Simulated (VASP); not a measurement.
The system is CuI.

```xyz
4
Lattice="3.3562 -3.4419 0.0000 3.3562 3.4419 0.0000 0.0000 0.0000 4.1401" Properties=species:S:1:pos:R:3 pbc="T T T"
Cu    3.3562    0.5979    3.1050
Cu    3.3562   -0.5979    1.0350
I     3.3562   -2.0101    3.1050
I     3.3562    2.0101    1.0350
```

This cell differs from its parent crystal: strain -4.2%.

Base run:

- Program: VASP 6.6.1
- Functional: r2SCAN
- Potentials or basis: VASP PAW PBE potentials, release 64 (Cu, I)
- Cutoff: 520 eV
- k mesh: 6 × 6 × 6
- Occupations: gaussian, width 0.01 eV
- Spin: no spin polarisation

Its results: band gap on the k mesh 1.21 eV, direct; pressure 6.4 GPa; largest force 0.014 eV/Å.

**Question.** The run is repeated on the same cell with these changes: functional from r2SCAN to PBE; occupations from gaussian, width 0.01 eV to fermi-dirac, width 0.02 eV. What comes out?

**Answer.** Band gap on the k mesh 0.80 eV, direct; pressure 7.7 GPa; largest force 0.238 eV/Å.

Caveats: spin-orbit coupling is left out, which moves the levels of the heavy elements; the PAW data sets were made with another functional, which shifts forces and pressure a little (some runs).

A k mesh can miss the band edges.
